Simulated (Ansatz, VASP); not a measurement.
**Two plane-wave programs on BN**

```
B N
1.0
     0.00000    1.76382    1.76382
     1.76382    0.00000    1.76382
     1.76382    1.76382    0.00000
B N
1 1
Direct
  0.00000 0.00000 0.00000
  0.25000 0.25000 0.25000
```

Alike in both runs: task single point; functional LDA; k mesh 12 × 12 × 12; no spin polarisation.

|  | VASP | Ansatz |
| --- | --- | --- |
| version | VASP 6.6.1 | Ansatz 0.2.0 |
| potentials or method | VASP PAW LDA potentials, release 64 (B, N) | scalar-relativistic, plane waves, PAW |
| plane-wave cutoff (eV) | 600 | 420 |
| occupations | gaussian, width 0.01 eV | fixed |
| valence electrons in the cell | 8 | 8 |

|  | VASP | Ansatz | Ansatz less VASP |
| --- | --- | --- | --- |
| pressure (GPa) | 20.4 | 19.5 | -0.93 |

LDA's correlation is that of Perdew and Zunger in VASP and of Perdew and Wang (1992) in Ansatz.
